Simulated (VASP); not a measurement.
Input of a VASP 6.6.1 run:

File POSCAR:

```
BN
1.0
    0.0000000000      1.7562429881      1.7562429881
    1.7562429881      0.0000000000      1.7562429881
    1.7562429881      1.7562429881      0.0000000000
B N
1 1
Direct
    0.0000000000      0.0000000000      0.0000000000
    0.7500000000      0.7500000000      0.7500000000
```

The input INCAR.step1:

```
ALGO = Normal
EDIFF = 1E-5
ENCUT = 660
GGA = PE
GGA_COMPAT = False
ISMEAR = 0
LASPH = True
LCHARG = False
LREAL = False
LWAVE = True
NBANDS = 11
NELM = 120
PREC = Accurate
SIGMA = 0.02
```

Contents of INCAR.step2:

```
ALGO = Normal
EDIFF = 1E-6
ENCUT = 660
GGA_COMPAT = False
ISIF = 2
ISMEAR = 0
ISTART = 1
LASPH = True
LCHARG = False
LMIXTAU = True
LREAL = False
LWAVE = False
METAGGA = R2SCAN
NBANDS = 11
NELM = 120
PREC = Accurate
SIGMA = 0.02
```

File KPOINTS:

```
k-points
0
Gamma
  12 12 12
```

Potentials or basis: VASP PAW PBE potentials, release 64 (B, N).

Launch:

```sh
$ cat potpaw_PBE.64/B/POTCAR potpaw_PBE.64/N/POTCAR > POTCAR
$ cp INCAR.step1 INCAR
$ mpirun -np 1 vasp_std > vasp.out
$ cp INCAR.step2 INCAR
$ mpirun -np 1 vasp_std > vasp.out
```

Problem. Estimate the pressure.

Solution. 38.8 GPa.

Problem. What does it give for the band gap on the k mesh?

Solution. 5.08 eV (least direct gap 9.95 eV).

Caveat: the cell stands under pressure; the PAW data sets were made with another functional, which shifts forces and pressure a little. A k mesh can miss the band edges.
